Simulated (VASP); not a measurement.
# BaRhO3 (P4/mmm) in VASP: single point with LDA

Aim: the single point of BaRhO3 with LDA.

Program: VASP 6.6.1. These are calculated values, not measurements. Logs are shortened: lines on timing, memory, paths and dates and some standing lists are left out, and cuts for length are marked.

## Step 1: The cell of the first run

The structure is tetragonal, space group P4/mmm (No. 123). The conventional cell has a = 4.013 Å, b = 4.013 Å, c = 4.263 Å, α = 90.00°, β = 90.00°, γ = 90.00°. Within 3.7 Å of Ba (site symmetry 4/mmm) lie 12 O at 2.84 to 2.93 Å and 8 Rh at 3.55 Å. Within 2.7 Å of Rh (site symmetry 4/mmm) lie 6 O at 2.01 to 2.13 Å. Within 2.7 Å of O (site symmetry mmm) lie 2 Rh at 2.01 Å. Within 3.0 Å of O (site symmetry 4/mmm) lie 2 Rh at 2.13 Å and 4 Ba at 2.84 Å and 8 O at 2.93 Å.

## Step 2: Single point, LDA

File INCAR:

```
PREC = Accurate
ENCUT = 520
EDIFF = 1E-6
ISMEAR = -1
SIGMA = 0.02
LREAL = F
LASPH = T
NELM = 100
ALGO = Normal
ISIF = 2
LWAVE = F
LCHARG = F
NBANDS = 30
```

File KPOINTS:

```
regular mesh
0
Gamma
  9 9 9
```

File POSCAR:

```
BaRhO3
1.0
    4.0125610000      0.0000000000      0.0000000000
    0.0000000000      4.0125610000      0.0000000000
    0.0000000000      0.0000000000      4.2632757185
Ba Rh O
1 1 3
Direct
    0.0000000000      0.0000000000      0.0000000000
    0.5000000000      0.5000000000      0.5000000000
    0.5000000000      0.0000000000      0.5000000000
    0.0000000000      0.5000000000      0.5000000000
    0.5000000000      0.5000000000      0.0000000000
```

Potentials or basis: VASP PAW LDA potentials, release 64 (Ba_sv, Rh_pv, O).

Command:

```sh
$ cat potpaw_LDA.64/Ba_sv/POTCAR potpaw_LDA.64/Rh_pv/POTCAR potpaw_LDA.64/O/POTCAR > POTCAR
$ mpirun -np 1 vasp_std > vasp.out
```

OUTCAR:

```text
PREC = Accurate
   ENCUT = 520
   EDIFF = 1E-6
   ISMEAR = -1
   LREAL = F
   LASPH = T
   NELM = 100
   ISIF = 2

 ion  position               nearest neighbor table
   1  0.000  0.000  0.000-   5 2.84   5 2.84   5 2.84   5 2.84   4 2.93   4 2.93   4 2.93   4 2.93
                             3 2.93   3 2.93   3 2.93   3 2.93   2 3.55   2 3.55   2 3.55   2 3.55
   2  0.500  0.500  0.500-   3 2.01   4 2.01   3 2.01   4 2.01   5 2.13   5 2.13   1 3.55   1 3.55
                             1 3.55   1 3.55   1 3.55   1 3.55   1 3.55   1 3.55
   3  0.500  0.000  0.500-   2 2.01   2 2.01   1 2.93   1 2.93   1 2.93   1 2.93
   4  0.000  0.500  0.500-   2 2.01   2 2.01   1 2.93   1 2.93   1 2.93   1 2.93
   5  0.500  0.500  0.000-   2 2.13   2 2.13   1 2.84   1 2.84   1 2.84   1 2.84

  LATTYP: Found a simple tetragonal cell.
 ALAT       =     4.0125610000
 C/A-ratio  =     1.0624824691

  Lattice vectors:

 A1 = (   4.0125610000,   0.0000000000,   0.0000000000)
 A2 = (   0.0000000000,   4.0125610000,   0.0000000000)
 A3 = (   0.0000000000,   0.0000000000,   4.2632757185)

Analysis of symmetry for initial positions (statically):
=====================================================================
 Subroutine PRICEL returns:
 Original cell was already a primitive cell.

 Routine SETGRP: Setting up the symmetry group for a
 simple tetragonal supercell.

 Subroutine GETGRP returns: Found 16 space group operations
 (whereof 16 operations were pure point group operations)
 out of a pool of 16 trial point group operations.

The static configuration has the point symmetry D_4h.

Analysis of symmetry for dynamics (positions and initial velocities):
=====================================================================
 Subroutine PRICEL returns:
 Original cell was already a primitive cell.

 Routine SETGRP: Setting up the symmetry group for a
 simple tetragonal supercell.

 Subroutine GETGRP returns: Found 16 space group operations
 (whereof 16 operations were pure point group operations)
 out of a pool of 16 trial point group operations.

The dynamic configuration has the point symmetry D_4h.

 Subroutine INISYM returns: Found 16 space group operations
 (whereof 16 operations are pure point group operations),
 and found     1 'primitive' translations

----------------------------------------------------------------------------------------

                                     Primitive cell

  volume of cell :      68.6415

  direct lattice vectors                    reciprocal lattice vectors
     4.012561000  0.000000000  0.000000000     0.249217395  0.000000000  0.000000000
     0.000000000  4.012561000  0.000000000     0.000000000  0.249217395  0.000000000
     0.000000000  0.000000000  4.263275719     0.000000000  0.000000000  0.234561419

  length of vectors
     4.012561000  4.012561000  4.263275719     0.249217395  0.249217395  0.234561419

  position of ions in fractional coordinates (direct lattice)
     0.000000000  0.000000000  0.000000000
     0.500000000  0.500000000  0.500000000
     0.500000000  0.000000000  0.500000000
     0.000000000  0.500000000  0.500000000
     0.500000000  0.500000000  0.000000000

  ion indices of the primitive-cell ions
   primitive index   ion index
                 1           1
                 2           2
                 3           3
                 4           4
                 5           5

----------------------------------------------------------------------------------------

 KPOINTS: regular mesh

Automatic generation of k-mesh.
 Grid dimensions read from file:
 generate k-points for:    9    9    9

 Generating k-lattice:

  Cartesian coordinates                     Fractional coordinates (reciprocal lattice)
     0.027690822  0.000000000  0.000000000     0.111111111  0.000000000  0.000000000
     0.000000000  0.027690822  0.000000000     0.000000000  0.111111111  0.000000000
     0.000000000  0.000000000  0.026062380     0.000000000  0.000000000  0.111111111

  Length of vectors
     0.027690822  0.027690822  0.026062380

  Shift w.r.t. Gamma in fractional coordinates (k-lattice)
     0.000000000  0.000000000  0.000000000

 Subroutine IBZKPT returns following result:
 ===========================================

 Found     75 irreducible k-points:

 Following reciprocal coordinates:
            Coordinates               Weight
  0.000000  0.000000  0.000000      1.000000
  0.111111  0.000000  0.000000      4.000000
  0.222222  0.000000  0.000000      4.000000
  0.333333  0.000000  0.000000      4.000000
  0.444444  0.000000  0.000000      4.000000
  0.111111  0.111111  0.000000      4.000000
[... 16 lines left out ...]
  0.333333  0.111111  0.111111     16.000000
  0.444444  0.111111  0.111111     16.000000
 [... further k-points ...]
   k-points           NKPTS =     75   k-points in BZ     NKDIM =     75   number of bands    NBANDS=     30
   number of dos      NEDOS =    301   number of ions     NIONS =      5
   total plane-waves  NPLWV =  28800
   dimension x,y,z NGX =    30 NGY =   30 NGZ =   32
   dimension x,y,z NGXF=    60 NGYF=   60 NGZF=   64
   ions per type =               1   1   3
   NGX,Y,Z   is equivalent  to a cutoff of  12.43, 12.43, 12.48 a.u.
   NGXF,Y,Z  is equivalent  to a cutoff of  24.86, 24.86, 24.96 a.u.
 SYSTEM =  unknown system
   PREC   = accura    normal or accurate (medium, high low for compatibility)
   ISTART =      0    job   : 0-new  1-cont  2-samecut
   ICHARG =      2    charge: 1-file 2-atom 10-const
   ISPIN  =      1    spin polarized calculation?
   LNONCOLLINEAR =      F non collinear calculations
   LSORBIT =      F    spin-orbit coupling
   LASPH  =      T    aspherical Exc in radial PAW
   ENCUT  =  520.0 eV  38.22 Ry    6.18 a.u.   7.46  7.46  7.93*2*pi/ulx,y,z
   NELM   =    100;   NELMIN=  2; NELMDL= -5     # of ELM steps
   EDIFF  = 0.1E-05   stopping-criterion for ELM
   LREAL  =      F    real-space projection
   EDIFFG = 0.1E-04   stopping-criterion for IOM
   NSW    =      0    number of steps for IOM
   IBRION =     -1    ionic relax: 0-MD 1-quasi-New 2-CG
   NFREE  =      0    steps in history (QN), initial steepest desc. (CG)
   ISIF   =      2    stress and relaxation
   ISYM   =      2    0-nonsym 1-usesym 2-fastsym
   POTIM  = 0.5000    time-step for ionic-motion
   TEBEG  =    0.0;   TEEND  =   0.0 temperature during run
   PSTRESS=    0.0 pullay stress
   NELECT =      43.0000    total number of electrons
   NUPDOWN=      -1.0000    fix difference up-down
   EMIN   =  10.00;   EMAX   =-10.00  energy-range for DOS
   EFERMI =   0.00;   METHOD = LEGACY
   ISMEAR =    -1;   SIGMA  =   0.02  broadening in eV -4-tet -1-fermi 0-gaus
   EFERMI_NEDOS =   21; number of points for ismear=-14 and -15
   IALGO  =     38    algorithm
   IMIX   =      4    mixing-type and parameters
     AMIX     =   0.40;   BMIX     =  1.00
     AMIX_MAG =   1.60;   BMIX_MAG =  1.00
  volume/ion in A,a.u.               =      13.73        92.64
  Fermi-wavevector in a.u.,A,eV,Ry     =   1.400776  2.647083 26.696996  1.962174
  Thomas-Fermi vector in A             =   2.523703
   LORBIT       =      0    0 simple, 1 ext, 2 COOP (PROOUT), +10 PAW based schemes
   GGA     = CA    functional components
   LHFCALC =     F    Hartree Fock is set to
   AEXX    =    0.0000 exact exchange contribution
   IVDW    =     0    specifies the selected vdW correction
   LEPSILON=     F    determine dielectric tensor
   LRPA    =     F    only Hartree local field effects (RPA)
 non-spin polarized calculation
  energy-cutoff  :      520.00
  volume of cell :       68.64
 maximum number of plane-waves:      1888
 NGX is ok and might be reduce to    30
   NGX = 15   NGY = 15   NGZ = 15

 number of electron      42.9999978 magnetization

 Free energy of the ion-electron system (eV)
  ---------------------------------------------------
  ext. energy  EPLUGINS =         0.00000000
  ---------------------------------------------------
  free energy    TOTEN  =       -36.02857217 eV

  energy without entropy =      -36.01803732  energy(sigma->0) =      -36.02330474

 E-fermi :   4.1355     XC(G=0): -11.6788

 val. band max:        4.1285659962   @ k =   0.4444   0.4444   0.1111
 cond. band min:       4.1374442878   @ k =   0.4444   0.0000   0.4444
 fundamental gap:      0.0088782916
 Fermi energy:         4.1355153965

 k-point     1 :       0.0000    0.0000    0.0000
  band No.  band energies     occupation
      1     -43.2310      2.00000
      2     -43.2310      2.00000
      3     -43.0074      2.00000
      4     -21.5132      2.00000
      5     -13.8174      2.00000
      6     -13.2182      2.00000
[... 22 lines left out ...]
     29      11.3033      0.00000
     30      11.6412      0.00000

 k-point     2 :       0.1111    0.0000    0.0000
  band No.  band energies     occupation
      1     -43.2319      2.00000
      2     -43.2309      2.00000
      3     -43.0073      2.00000
      4     -21.5018      2.00000
      5     -13.7909      2.00000
      6     -13.2066      2.00000
[... 22 lines left out ...]
     29      11.4089      0.00000
     30      11.7958      0.00000

 k-point     3 :       0.2222    0.0000    0.0000
  band No.  band energies     occupation
      1     -43.2342      2.00000
      2     -43.2308      2.00000
      3     -43.0072      2.00000
      4     -21.4727      2.00000
      5     -13.7499      2.00000
      6     -13.1497      2.00000
[... 22 lines left out ...]
     29      11.6610      0.00000
     30      12.1698      0.00000

 k-point     4 :       0.3333    0.0000    0.0000
  band No.  band energies     occupation
      1     -43.2369      2.00000
      2     -43.2307      2.00000
      3     -43.0071      2.00000
      4     -21.4389      2.00000
      5     -13.7513      2.00000
      6     -13.0325      2.00000
[... 616 lines left out ...]
     29      11.7767      0.00000
     30      12.3403      0.00000

 k-point    23 :       0.3333    0.1111    0.1111
  band No.  band energies     occupation
      1     -43.2368      2.00000
      2     -43.2316      2.00000
      3     -43.0074      2.00000
      4     -21.4243      2.00000
      5     -13.6768      2.00000
      6     -13.0542      2.00000
[... 22 lines left out ...]
     29      12.0780      0.00000
     30      12.9118      0.00000

 k-point    24 :       0.4444    0.1111    0.1111
  band No.  band energies     occupation
      1     -43.2385      2.00000
      2     -43.2315      2.00000
      3     -43.0073      2.00000
      4     -21.4032      2.00000
      5     -13.6823      2.00000
      6     -12.9578      2.00000
[... 22 lines left out ...]
     29      12.3948      0.00000
     30      13.8829      0.00000

 [... further k-points ...]
[... 5 lines left out ...]
  --------------------------------------------------------------------------------------
  -------------------------------------------------------------------------------------
  Total       -5.5438179     -5.5438179     -6.4539791      0.0000000      0.0000000     -0.0000000
  in kB     -129.3995675   -129.3995675   -150.6438559      0.0000000      0.0000000     -0.0000000
  external PRESSURE =    -136.4809969 kB  Pullay stress =       0.0000000 kB

 VOLUME and BASIS-vectors are now :
 -----------------------------------------------------------------------------
  energy-cutoff  :      520.00
  volume of cell :       68.64
      direct lattice vectors                 reciprocal lattice vectors
     4.012561000  0.000000000  0.000000000     0.249217395  0.000000000  0.000000000
     0.000000000  4.012561000  0.000000000     0.000000000  0.249217395  0.000000000
     0.000000000  0.000000000  4.263275719     0.000000000  0.000000000  0.234561419

 POSITION                                       TOTAL-FORCE (eV/Angst)
 -----------------------------------------------------------------------------------
      0.00000      0.00000      0.00000         0.000000      0.000000      0.000000
      2.00628      2.00628      2.13164         0.000000      0.000000      0.000000
      2.00628      0.00000      2.13164         0.000000      0.000000      0.000000
      0.00000      2.00628      2.13164         0.000000      0.000000      0.000000
      2.00628      2.00628      0.00000         0.000000      0.000000      0.000000
 -----------------------------------------------------------------------------------
    total drift:                                0.000000      0.000000     -0.000000

  FREE ENERGIE OF THE ION-ELECTRON SYSTEM (eV)
  ---------------------------------------------------
  free  energy   TOTEN  =       -36.0285721654 eV

  energy  without entropy=      -36.0180373235  energy(sigma->0) =      -36.02330474
```

Run time: 2.2 min. Hardware: 1 thread of Intel Xeon 8259CL, shared host; peak memory 0.26 GiB.

Results:

```yaml
Free_energy: -36.0286 eV
Pressure: -13.6 GPa
Band_gap_on_the_k_mesh: zero (an odd number of electrons rules out a gap without spin polarisation)
```

Levels at points of the mesh, in eV from the Fermi level:
```
           k point  band 20  band 21  band 22  band 23  band 24  band 25
(0.00, 0.00, 0.00)    -1.47    -1.30    -1.30    -1.05    -0.75     3.78
```

Caveat: the cell stands under tension; spin-orbit coupling is left out, which moves the levels of the heavy elements; an odd number of electrons without spin polarisation forces a metal; a magnetic or distorted state may lie lower.
